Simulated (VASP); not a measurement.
Write the native input for VASP 6.6.1 that does the following.

```yaml
Task: single point
Functional: PBE
Potentials_or_basis: VASP PAW PBE potentials, release 64 (Hf_pv, Si, O)
Cutoff: 520 eV
k_mesh: 6 × 6 × 6
Occupations: gaussian, width 0.01 eV
Spin: no spin polarisation
Dipole_correction: no
Further_INCAR_settings: ALGO = Normal; EDIFF = 1e-07; NBANDS = 50
```

The structure of HfSiO4 lies in POSCAR:

```
HfSiO4
1.0
   -3.3556455978      3.3556455978      3.0370004505
    3.3556455978     -3.3556455978      3.0370004505
    3.3556455978      3.3556455978     -3.0370004505
Hf Si O
2 2 8
Direct
    0.7500000000      0.2500000000      0.5000000000
    0.0000000000      0.0000000000      0.0000000000
    0.2500000000      0.7500000000      0.5000000000
    0.5000000000      0.5000000000      0.0000000000
    0.1347369486      0.3189317937      0.8158051549
    0.0689317937      0.7531266389      0.6841948451
    0.5031266389      0.3189317937      0.1841948451
    0.0689317937      0.3847369486      0.3158051549
    0.6152630514      0.9310682063      0.6841948451
    0.6810682063      0.8652630514      0.1841948451
    0.2468733611      0.9310682063      0.3158051549
    0.6810682063      0.4968733611      0.8158051549
```

The input as run:

INCAR

```
SYSTEM = HfSiO4
ALGO = Normal ; EDIFF = 1E-7
ENCUT = 520 ; GGA = PE
ISIF = 2 ; ISMEAR = 0
LASPH = .True. ; LCHARG = .True.
LELF = .True. ; LREAL = .False.
LVHAR = .True. ; LWAVE = .False.
NBANDS = 50 ; NELM = 60
PREC = Accurate ; SIGMA = 0.01
```

KPOINTS

```
k-points
0
Gamma
  6 6 6
  0 0 0
```

Potentials or basis: VASP PAW PBE potentials, release 64 (Hf_pv, Si, O).

The run is started by

```sh
$ cat potpaw_PBE.64/Hf_pv/POTCAR potpaw_PBE.64/Si/POTCAR potpaw_PBE.64/O/POTCAR > POTCAR
$ mpirun -np 1 vasp_std > vasp.out
```

Results of the run:

| Item | Value |
| --- | --- |
| Pressure | -7.9 GPa |
| Largest force | 0.103 eV/Å |
| Band gap on the k mesh | 5.12 eV (least direct gap 5.42 eV) |

Caveat: the cell stands under tension; spin-orbit coupling is left out, which moves the levels of the heavy elements.

It took 2.6 min on 1 thread of Intel(R) Xeon(R) 6975P-C (Granite Rapids), with other jobs on the host, peak memory 0.35 GiB.
